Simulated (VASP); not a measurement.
# YN (Fm-3m) in VASP: further runs

Aim: see how the results for YN move with the level of theory and the settings. Levels: r2SCAN, PBE, HSE06. Tasks: single point.

All numbers are computed with VASP 6.6.1; they aren't measurements. Logs are shortened: lines on timing, memory, paths and dates and some standing lists are left out, and cuts for length are marked.

## 1. The cell of the first run

Symmetry: Fm-3m, No. 225, cubic system. Conventional cell: a = 4.896 Å, b = 4.896 Å, c = 4.896 Å, α = 90.00°, β = 90.00°, γ = 90.00°. Y (site symmetry m-3m) has 6 N at 2.45 Å within 3.2 Å. N (site symmetry m-3m) has 6 Y at 2.45 Å within 3.2 Å.

## 2. Single point, r2SCAN

The input, POSCAR:

```
YN
1.0
    0.0000000000      2.4480479768      2.4480479768
    2.4480479768      0.0000000000      2.4480479768
    2.4480479768      2.4480479768      0.0000000000
Y N
1 1
Direct
    0.0000000000      0.0000000000      0.0000000000
    0.5000000000      0.5000000000      0.5000000000
```

The input, INCAR.step1:

```
ALGO = Normal ; EDIFF = 1E-5
ENCUT = 660 ; GGA = PE
GGA_COMPAT = False ; ISMEAR = 0
LASPH = True ; LCHARG = False
LREAL = False ; LWAVE = True
NBANDS = 15 ; NELM = 120
PREC = Accurate ; SIGMA = 0.01
```

The input, INCAR.step2:

```
ALGO = Normal ; EDIFF = 1E-6
ENCUT = 660 ; GGA_COMPAT = False
ISIF = 2 ; ISMEAR = 0
ISTART = 1 ; LASPH = True
LCHARG = False ; LMIXTAU = True
LREAL = False ; LWAVE = False
METAGGA = R2SCAN ; NBANDS = 15
NELM = 120 ; PREC = Accurate
SIGMA = 0.01
```

The input, KPOINTS:

```
k-points
0
Gamma
  8 8 8
```

Potentials or basis: VASP PAW PBE potentials, release 64 (Y_sv, N).

Launch:

```console
$ cat potpaw_PBE.64/Y_sv/POTCAR potpaw_PBE.64/N/POTCAR > POTCAR
$ cp INCAR.step1 INCAR
$ mpirun -np 1 vasp_std > vasp.out
$ cp INCAR.step2 INCAR
$ mpirun -np 1 vasp_std > vasp.out
```

OUTCAR:

```text
EDIFF = 1E-6
   ENCUT = 660
   ISIF = 2
   ISMEAR = 0
   ISTART = 1
   LASPH = True
   LREAL = False
   METAGGA = R2SCAN
   NELM = 120
   PREC = Accurate

 ion  position               nearest neighbor table
   1  0.000  0.000  0.000-   2 2.45   2 2.45   2 2.45   2 2.45   2 2.45   2 2.45
   2  0.500  0.500  0.500-   1 2.45   1 2.45   1 2.45   1 2.45   1 2.45   1 2.45

  LATTYP: Found a face centered cubic cell.
 ALAT       =     4.8960959536

  Lattice vectors:

 A1 = (   0.0000000000,   2.4480479768,   2.4480479768)
 A2 = (   2.4480479768,   0.0000000000,   2.4480479768)
 A3 = (   2.4480479768,   2.4480479768,   0.0000000000)

Analysis of symmetry for initial positions (statically):
=====================================================================
 Subroutine PRICEL returns:
 Original cell was already a primitive cell.

 Routine SETGRP: Setting up the symmetry group for a
 face centered cubic supercell.

 Subroutine GETGRP returns: Found 48 space group operations
 (whereof 48 operations were pure point group operations)
 out of a pool of 48 trial point group operations.

The static configuration has the point symmetry O_h .

Analysis of symmetry for dynamics (positions and initial velocities):
=====================================================================
 Subroutine PRICEL returns:
 Original cell was already a primitive cell.

 Routine SETGRP: Setting up the symmetry group for a
 face centered cubic supercell.

 Subroutine GETGRP returns: Found 48 space group operations
 (whereof 48 operations were pure point group operations)
 out of a pool of 48 trial point group operations.

The dynamic configuration has the point symmetry O_h .

 Subroutine INISYM returns: Found 48 space group operations
 (whereof 48 operations are pure point group operations),
 and found     1 'primitive' translations

----------------------------------------------------------------------------------------

                                     Primitive cell

  volume of cell :      29.3420

  direct lattice vectors                    reciprocal lattice vectors
     0.000000000  2.448047977  2.448047977    -0.204244363  0.204244363  0.204244363
     2.448047977  0.000000000  2.448047977     0.204244363 -0.204244363  0.204244363
     2.448047977  2.448047977  0.000000000     0.204244363  0.204244363 -0.204244363

  length of vectors
     3.462062650  3.462062650  3.462062650     0.353761614  0.353761614  0.353761614

  position of ions in fractional coordinates (direct lattice)
     0.000000000  0.000000000  0.000000000
     0.500000000  0.500000000  0.500000000

  ion indices of the primitive-cell ions
   primitive index   ion index
                 1           1
                 2           2

----------------------------------------------------------------------------------------

 KPOINTS: k-points

Automatic generation of k-mesh.
 Grid dimensions read from file:
 generate k-points for:    8    8    8

 Generating k-lattice:

  Cartesian coordinates                     Fractional coordinates (reciprocal lattice)
    -0.025530545  0.025530545  0.025530545     0.125000000  0.000000000  0.000000000
     0.025530545 -0.025530545  0.025530545     0.000000000  0.125000000  0.000000000
     0.025530545  0.025530545 -0.025530545     0.000000000  0.000000000  0.125000000

  Length of vectors
     0.044220202  0.044220202  0.044220202

  Shift w.r.t. Gamma in fractional coordinates (k-lattice)
     0.000000000  0.000000000  0.000000000

 Subroutine IBZKPT returns following result:
 ===========================================

 Found     29 irreducible k-points:

 Following reciprocal coordinates:
            Coordinates               Weight
  0.000000  0.000000  0.000000      1.000000
  0.125000  0.000000  0.000000      8.000000
  0.250000  0.000000  0.000000      8.000000
  0.375000  0.000000  0.000000      8.000000
  0.500000  0.000000  0.000000      4.000000
  0.125000  0.125000  0.000000      6.000000
[... 16 lines left out ...]
  0.500000  0.250000  0.125000     48.000000
 -0.375000  0.250000  0.125000     24.000000
 [... further k-points ...]
   k-points           NKPTS =     29   k-points in BZ     NKDIM =     29   number of bands    NBANDS=     15
   number of dos      NEDOS =    301   number of ions     NIONS =      2
   total plane-waves  NPLWV =  27000
   dimension x,y,z NGX =    30 NGY =   30 NGZ =   30
   dimension x,y,z NGXF=    60 NGYF=   60 NGZF=   60
   ions per type =               1   1
   NGX,Y,Z   is equivalent  to a cutoff of  14.41, 14.41, 14.41 a.u.
   NGXF,Y,Z  is equivalent  to a cutoff of  28.81, 28.81, 28.81 a.u.
 SYSTEM =  unknown system
   PREC   = accura    normal or accurate (medium, high low for compatibility)
   ISTART =      1    job   : 0-new  1-cont  2-samecut
   ICHARG =      0    charge: 1-file 2-atom 10-const
   ISPIN  =      1    spin polarized calculation?
   LNONCOLLINEAR =      F non collinear calculations
   LSORBIT =      F    spin-orbit coupling
   LASPH  =      T    aspherical Exc in radial PAW
   ENCUT  =  660.0 eV  48.51 Ry    6.96 a.u.   7.25  7.25  7.25*2*pi/ulx,y,z
   NELM   =    120;   NELMIN=  2; NELMDL=  0     # of ELM steps
   EDIFF  = 0.1E-05   stopping-criterion for ELM
   LREAL  =      F    real-space projection
   EDIFFG = 0.1E-04   stopping-criterion for IOM
   NSW    =      0    number of steps for IOM
   IBRION =     -1    ionic relax: 0-MD 1-quasi-New 2-CG
   NFREE  =      0    steps in history (QN), initial steepest desc. (CG)
   ISIF   =      2    stress and relaxation
   ISYM   =      2    0-nonsym 1-usesym 2-fastsym
   POTIM  = 0.5000    time-step for ionic-motion
   TEBEG  =    0.0;   TEEND  =   0.0 temperature during run
   PSTRESS=    0.0 pullay stress
   NELECT =      16.0000    total number of electrons
   NUPDOWN=      -1.0000    fix difference up-down
   EMIN   =  10.00;   EMAX   =-10.00  energy-range for DOS
   EFERMI =   0.00;   METHOD = LEGACY
   ISMEAR =     0;   SIGMA  =   0.01  broadening in eV -4-tet -1-fermi 0-gaus
   EFERMI_NEDOS =   21; number of points for ismear=-14 and -15
   IALGO  =     38    algorithm
   IMIX   =      4    mixing-type and parameters
     AMIX     =   0.40;   BMIX     =  1.00
     AMIX_MAG =   1.60;   BMIX_MAG =  1.00
  volume/ion in A,a.u.               =      14.67        99.00
  Fermi-wavevector in a.u.,A,eV,Ry     =   1.337473  2.527457 24.338551  1.788833
  Thomas-Fermi vector in A             =   2.466019
   LORBIT       =      0    0 simple, 1 ext, 2 COOP (PROOUT), +10 PAW based schemes
   METAGGA = R2SCAN    functional components
   LHFCALC =     F    Hartree Fock is set to
   AEXX    =    0.0000 exact exchange contribution
   IVDW    =     0    specifies the selected vdW correction
   LEPSILON=     F    determine dielectric tensor
   LRPA    =     F    only Hartree local field effects (RPA)
 non-spin polarized calculation
 Gauss-broadening in eV      SIGMA  =   0.01
  energy-cutoff  :      660.00
  volume of cell :       29.34
 maximum number of plane-waves:      1158
 NGX is ok and might be reduce to    30
   NGX = 15   NGY = 15   NGZ = 15

 number of electron      16.0000001 magnetization

 Free energy of the ion-electron system (eV)
  ---------------------------------------------------
  ext. energy  EPLUGINS =         0.00000000
  ---------------------------------------------------
  free energy    TOTEN  =       -33.44142358 eV

  energy without entropy =      -33.44142358  energy(sigma->0) =      -33.44142358

 E-fermi :   4.0612     XC(G=0): -11.8559

 val. band max:        3.9960302044   @ k =   0.0000   0.0000   0.0000
 cond. band min:       4.5910214628   @ k =   0.5000   0.5000   0.0000
 fundamental gap:      0.5949912584
 Fermi energy:         4.0611574378

 k-point     1 :       0.0000    0.0000    0.0000
  band No.  band energies     occupation
      1     -38.1959      2.00000
      2     -17.1831      2.00000
      3     -17.1831      2.00000
      4     -17.1831      2.00000
      5      -9.6529      2.00000
      6       3.9960      2.00000
      7       3.9960      2.00000
      8       3.9960      2.00000
      9       7.5679      0.00000
     10       7.5679      0.00000
     11       7.5679      0.00000
     12       8.8310      0.00000
     13       9.5789      0.00000
     14       9.5789      0.00000
     15      15.6108      0.00000

 k-point     2 :       0.1250    0.0000    0.0000
  band No.  band energies     occupation
      1     -38.1785      2.00000
      2     -17.3744      2.00000
      3     -17.1947      2.00000
      4     -17.1947      2.00000
      5      -9.3882      2.00000
      6       3.1197      2.00000
      7       3.4993      2.00000
      8       3.4993      2.00000
      9       7.6922      0.00000
     10       7.9481      0.00000
     11       7.9482      0.00000
     12       9.6730      0.00000
     13      10.3546      0.00000
     14      10.3546      0.00000
     15      16.5909      0.00000

 k-point     3 :       0.2500    0.0000    0.0000
  band No.  band energies     occupation
      1     -38.1359      2.00000
      2     -17.7975      2.00000
      3     -17.2224      2.00000
      4     -17.2224      2.00000
      5      -8.7720      2.00000
      6       1.6017      2.00000
      7       2.6172      2.00000
      8       2.6172      2.00000
      9       8.1335      0.00000
     10       8.9304      0.00000
     11       8.9304      0.00000
     12      11.2314      0.00000
     13      12.0707      0.00000
     14      12.0707      0.00000
     15      18.4391      0.00000
[... 343 lines left out ...]
 k-point    23 :       0.5000    0.2500    0.1250
  band No.  band energies     occupation
      1     -38.0702      2.00000
      2     -18.0449      2.00000
      3     -17.4975      2.00000
      4     -17.3220      2.00000
      5      -8.4461      2.00000
      6       0.9175      2.00000
      7       2.0666      2.00000
      8       2.5132      2.00000
      9       7.7839      0.00000
     10      10.4922      0.00000
     11      10.8683      0.00000
     12      11.7460      0.00000
     13      13.6376      0.00000
     14      15.1548      0.00000
     15      17.9520      0.00000

 k-point    24 :      -0.3750    0.2500    0.1250
  band No.  band energies     occupation
      1     -38.0559      2.00000
      2     -18.1240      2.00000
      3     -17.5190      2.00000
      4     -17.3536      2.00000
      5      -8.3560      2.00000
      6       0.8206      2.00000
      7       2.1057      2.00000
      8       2.1187      2.00000
      9       8.9875      0.00000
     10       9.3153      0.00000
     11      11.3719      0.00000
     12      12.6174      0.00000
     13      14.1786      0.00000
     14      15.5318      0.00000
     15      17.5268      0.00000

 [... further k-points ...]

------------------------ aborting loop because EDIFF is reached ----------------------------------------

  FORCE on cell =-STRESS in cart. coord.  units (eV):
  Direction    XX          YY          ZZ          XY          YZ          ZX
  --------------------------------------------------------------------------------------
  -------------------------------------------------------------------------------------
  Total        0.0304352      0.0304352      0.0304352     -0.0000000     -0.0000000      0.0000000
  in kB        1.6618721      1.6618721      1.6618721     -0.0000000     -0.0000000      0.0000000
  external PRESSURE =       1.6618721 kB  Pullay stress =       0.0000000 kB

 VOLUME and BASIS-vectors are now :
 -----------------------------------------------------------------------------
  energy-cutoff  :      660.00
  volume of cell :       29.34
      direct lattice vectors                 reciprocal lattice vectors
     0.000000000  2.448047977  2.448047977    -0.204244363  0.204244363  0.204244363
     2.448047977  0.000000000  2.448047977     0.204244363 -0.204244363  0.204244363
     2.448047977  2.448047977  0.000000000     0.204244363  0.204244363 -0.204244363

 POSITION                                       TOTAL-FORCE (eV/Angst)
 -----------------------------------------------------------------------------------
      0.00000      0.00000      0.00000         0.000000      0.000000      0.000000
      2.44805      2.44805      2.44805         0.000000      0.000000     -0.000000
 -----------------------------------------------------------------------------------
    total drift:                                0.000000      0.000000      0.000000

  FREE ENERGIE OF THE ION-ELECTRON SYSTEM (eV)
  ---------------------------------------------------
  free  energy   TOTEN  =       -33.4414235844 eV

  energy  without entropy=      -33.4414235844  energy(sigma->0) =      -33.44142358
```

Run time: 3.6 min. Hardware: 1 thread of Intel Xeon 8259CL, shared host; peak memory 0.2 GiB.

What came out:

- Free energy: -33.4414 eV
- Pressure: 0.2 GPa
- Band gap on the k mesh: 0.59 eV (least direct gap 1.00 eV)

Caveat: semilocal functionals underestimate gaps, and a narrow one can read as zero; the PAW data sets were made with another functional, which shifts forces and pressure a little. r2SCAN opens gaps a little over a GGA but as a rule still falls short of measured ones.

## 3. Single point, PBE, non-collinear spin, zero start, spin-orbit coupling

The input, INCAR:

```
PREC = Accurate ; ENCUT = 600
EDIFF = 1E-6 ; ISMEAR = -1
SIGMA = 0.02 ; LREAL = F
LASPH = T ; NELM = 200
ALGO = Normal ; ISIF = 2
LWAVE = F ; LCHARG = F
LNONCOLLINEAR = T ; MAGMOM = 0 0 0 0 0 0
LORBIT = 11 ; LSORBIT = T
GGA_COMPAT = F ; LORBMOM = T
LMAXMIX = 4 ; GGA = PE
NBANDS = 28
```

The input, KPOINTS:

```
regular mesh
0
Gamma
  6 6 6
```

POSCAR is that of step 2.

Potentials or basis: VASP PAW PBE potentials, release 64 (Y_sv, N).

Launch:

```console
$ cat potpaw_PBE.64/Y_sv/POTCAR potpaw_PBE.64/N/POTCAR > POTCAR
$ mpirun -np 1 vasp_ncl > vasp.out
```

Run time: 1.7 min. Hardware: 1 thread of Intel Xeon 8259CL, shared host; peak memory 0.27 GiB.

It converged, with:

```yaml
Free_energy: -18.2684 eV
Pressure: 0.9 GPa
Net_moment: 0.00 μB per cell
Valence_electrons_inside_the_program's_atomic_spheres: Y 9.88; N 3.65
```

Moments on the atoms (μB; x, y, z):
```
Y   0.00 0.00 0.00
N   0.00 0.00 0.00
```

Caveat: the k points lie up to 0.37 Å⁻¹ apart.

## 4. Single point, HSE06

POSCAR is that of step 3.

The input, INCAR.step1:

```
SYSTEM = YN
  PREC = Accurate
  ENCUT = 520
  EDIFF = 1E-5
  ISMEAR = 0
  SIGMA = 0.01
  LREAL = .FALSE.
  LASPH = .TRUE.
  NELM = 120
  ALGO = Normal
  ISIF = 2
  LWAVE = .TRUE.
  GGA = PE
  NBANDS = 15
  GGA_COMPAT = .FALSE.
```

The input, INCAR.step2:

```
SYSTEM = YN
  PREC = Accurate
  ENCUT = 520
  EDIFF = 1E-6
  ISMEAR = 0
  SIGMA = 0.01
  LREAL = .FALSE.
  LASPH = .TRUE.
  NELM = 120
  ALGO = Normal
  ISIF = 2
  LWAVE = .FALSE.
  LCHARG = .TRUE.
  GGA = PE
  LHFCALC = .TRUE.
  HFSCREEN = 0.2079
  PRECFOCK = Normal
  LELF = .TRUE.
  LVHAR = .TRUE.
  ISTART = 1
  NBANDS = 15
  GGA_COMPAT = .FALSE.
```

The input, KPOINTS:

```
Automatic mesh
0
G
  6 6 6
  0 0 0
```

Launch:

```console
$ cat potpaw_PBE.64/Y_sv/POTCAR potpaw_PBE.64/N/POTCAR > POTCAR
$ cp INCAR.step1 INCAR
$ mpirun -np 1 vasp_std > vasp.out
$ cp INCAR.step2 INCAR
$ mpirun -np 1 vasp_std > vasp.out
```

Wall time 61 min (1 thread of Intel Xeon 8259CL, shared host); peak memory 0.29 GiB.

The run converged. Its results:

```yaml
Free_energy: -21.2806 eV
Pressure: -1.8 GPa
Band_gap_on_the_k_mesh: 1.09 eV (least direct gap 1.56 eV)
```

Levels at points of the mesh, in eV from the valence-band top:
```csv
k point,band 6,band 7,band 8,band 9,band 10,band 11
"(0.00, 0.00, 0.00)",0.00,0.00,0.00,4.30,4.30,4.30
"(0.50, 0.00, 0.00)",-4.49,-2.45,-2.45,7.13,7.75,7.82
"(0.50, 0.50, 0.00)",-1.79,-0.47,-0.47,1.09,8.15,8.60
```

Caveat: the PAW data sets were made with another functional, which shifts forces and pressure a little. A k mesh can miss the band edges.

## 5. Summary

```csv
level,spin,k mesh,cutoff (eV),smearing,grid for exact exchange (PRECFOCK),share of exact exchange,screening parameter,gap on the mesh (eV),pressure (GPa)
r2SCAN,off,8 × 8 × 8,660,gaussian 0.01 eV,-,-,-,0.59,0.2
PBE,"non-collinear, zero start, SOC",6 × 6 × 6,600,fermi-dirac 0.02 eV,-,-,-,-,0.9
HSE06,off,6 × 6 × 6,520,gaussian 0.01 eV,Normal,0.25,0.2079 1/Å,1.09,-1.8
```

Alike in all rows: task single point; potentials or basis VASP PAW PBE potentials, release 64 (Y_sv, N); cell as given.

Caveats: some runs use coarse meshes; the PAW data sets were made with another functional, which shifts forces and pressure a little (at least some runs); semilocal functionals underestimate gaps, and a narrow one can read as zero (at least some runs).

Absolute energies hang on the potentials; compare differences alone.
